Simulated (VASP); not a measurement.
Write the native input for VASP 6.6.1 that does the following.

| Item | Value |
| --- | --- |
| Task | single point |
| Functional | PBE |
| Potentials or basis | VASP PAW PBE potentials, release 64 (B, C) |
| Cutoff | 520 eV |
| k mesh | 12 × 12 × 12 |
| Occupations | gaussian, width 0.1 eV |
| Spin | no spin polarisation |
| Dipole correction | no |
| Further INCAR settings | ALGO = Normal; EDIFF = 1e-06; NBANDS = 28 |

The structure of B3C2 lies in POSCAR:

```
B3C2
1.0
    1.3619979202    -12.0977411085      0.0000000000
    1.3619979202     12.0977411085      0.0000000000
    0.0000000000      0.0000000000      2.4305867519
B C
6 4
Direct
    0.3681111178      0.6318888822      0.0000000000
    0.7728137422      0.2271862578      0.0000000000
    0.2271862578      0.7728137422      0.0000000000
    0.6318888822      0.3681111178      0.0000000000
    0.0366244253      0.9633755747      0.0000000000
    0.9633755747      0.0366244253      0.0000000000
    0.4337370935      0.5662629065      0.0000000000
    0.8359799205      0.1640200795      0.0000000000
    0.1640200795      0.8359799205      0.0000000000
    0.5662629065      0.4337370935      0.0000000000
```

One way to write it, as run:

INCAR

```
PREC = Accurate
ENCUT = 520
EDIFF = 1E-6
ISMEAR = 0
SIGMA = 0.1
LREAL = F
LASPH = T
NELM = 60
ALGO = Normal
ISIF = 2
LWAVE = F
LCHARG = F
GGA = PE
NBANDS = 28
```

KPOINTS

```
Automatic mesh
0
Gamma
  12 12 12
```

Potentials or basis: VASP PAW PBE potentials, release 64 (B, C).

Command:

```console
$ cat potpaw_PBE.64/B/POTCAR potpaw_PBE.64/C/POTCAR > POTCAR
$ mpirun -np 1 vasp_std > vasp.out
```

Results of the run:

| Quantity | Value |
| --- | --- |
| Pressure | 0.1 GPa |
| Largest force | 0.019 eV/Å |
| Band gap on the k mesh | zero (bands 17 and 18 overlap by 6.53 eV) |

Run time: 18 min on 1 thread of Intel(R) Xeon(R) 6975P-C (Granite Rapids), on a shared host, peak memory 0.75 GiB.
